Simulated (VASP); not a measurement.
Write the native input for VASP 6.6.1 that does the following.

- Task: single point
- Functional: PBE
- Potentials or basis: VASP PAW PBE potentials, release 64 (Zn)
- Cutoff: 520 eV
- k mesh: 20 × 20 × 20
- Occupations: gaussian, width 0.15 eV
- Spin: no spin polarisation
- Dipole correction: no
- Further INCAR settings: ALGO = Normal; EDIFF = 1e-06; NBANDS = 12

The structure of Zn lies in POSCAR:

```
Zn
1.0
    0.0000000000      1.9643393415      1.8268355876
    1.9643393415      0.0000000000      1.8268355876
    1.9643393415      1.9643393415      0.0000000000
Zn
1
Direct
    0.0000000000      0.0000000000      0.0000000000
```

This cell differs from its parent crystal: engineering shear strain xy +0.0000, normal strain along z -0.0700.

The input as run:

INCAR

```
PREC = Accurate
ENCUT = 520
EDIFF = 1E-6
ISMEAR = 0
SIGMA = 0.15
LREAL = F
LASPH = T
NELM = 100
ALGO = Normal
ISIF = 2
LWAVE = F
LCHARG = F
GGA = PE
NBANDS = 12
```

KPOINTS

```
Automatic mesh
0
Gamma
  20 20 20
```

Potentials or basis: VASP PAW PBE potentials, release 64 (Zn).

The run is started by

```sh
$ cat potpaw_PBE.64/Zn/POTCAR > POTCAR
$ mpirun -np 1 vasp_std > vasp.out
```

It gave:

The pressure is 6.8 GPa and the band gap on the k mesh is zero (bands 6 and 7 overlap by 3.48 eV).

Caveat: the cell differs from its parent crystal (engineering shear strain xy +0.0000, normal strain along z -0.0700); the cell stands under pressure.

It took 31 s on 1 thread of Intel(R) Xeon(R) 6975P-C (Granite Rapids) (shared host), peak memory 0.21 GiB.
